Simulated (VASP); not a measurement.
Input of a VASP 6.6.1 run:

The input INCAR:

```
ALGO = Fast
EDIFF = 1E-6
ENCUT = 520
GGA = PE
ISIF = 2
ISMEAR = -1
LASPH = T
LCHARG = F
LREAL = F
LWAVE = F
NBANDS = 24
NELM = 80
PREC = Accurate
SIGMA = 0.05
```

File KPOINTS:

```
k-points
0
Gamma
  5 5 5
```

POSCAR

```
BaNaMg6
1.0
    5.4218209071      0.0000000000      0.0000000000
    0.0000000000      3.3626800355      6.4775814009
    0.0000000000     -3.3626800355      6.4775814009
Ba Mg Na
1 6 1
Direct
    0.5000000000      0.6777020000      0.6777020000
    0.0000000000      0.8491800000      0.8491800000
    0.0000000000      0.3324470000      0.3324470000
    0.0000000000      0.3033160000      0.8197440000
    0.0000000000      0.8197440000      0.3033160000
    0.5000000000      0.1710630000      0.6778290000
    0.5000000000      0.6778290000      0.1710630000
    0.5000000000      0.1687150000      0.1687150000
```

Potentials or basis: VASP PAW PBE potentials, release 64 (Ba_sv, Mg, Na_pv).

Command:

```console
$ cat potpaw_PBE.64/Ba_sv/POTCAR potpaw_PBE.64/Mg/POTCAR potpaw_PBE.64/Na_pv/POTCAR > POTCAR
$ mpirun -np 1 vasp_std > vasp.out
```

(1) Predict the band gap on the k mesh.

(2) Estimate the largest force.

Answers

(1) zero (an odd number of electrons rules out a gap without spin polarisation).

(2) 0.102 eV/Å.

Caveat: spin-orbit coupling is left out, which moves the levels of the heavy elements.
